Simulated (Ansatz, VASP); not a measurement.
# YHg2: VASP beside Ansatz

```
Y Hg
1.0
     4.77100    0.00000    0.00000
    -2.38550    4.13181    0.00000
     0.00000    0.00000    3.50064
Y Hg
1 2
Direct
  0.00000 0.00000 0.00000
  0.33333 0.66667 0.50000
  0.66667 0.33333 0.50000
```

Change from the starting cell: zz strain of -1 %.

Alike in both runs: task single point; functional PBEsol; k mesh 10 × 10 × 12; occupations fermi-dirac, width 0.03 eV; no spin polarisation.

|  | VASP | Ansatz |
| --- | --- | --- |
| version | VASP 6.6.1 | Ansatz 0.2.0 |
| potentials or method | VASP PAW PBE potentials, release 64 (Y_sv, Hg), cutoff 520 eV | all-electron LAPW, scalar-relativistic |

|  | VASP | Ansatz | Ansatz less VASP |
| --- | --- | --- | --- |
| pressure (GPa) | 1.4 | 1.0 | -0.39 |
| traceless stress, the component that is largest in VASP (GPa) | -2.15 | -1.86 | +0.293 |

VASP's potentials were made for PBE, not for PBEsol. Ansatz ran all-electron here, and VASP with PAW potentials.

Neither program's run includes spin-orbit coupling.
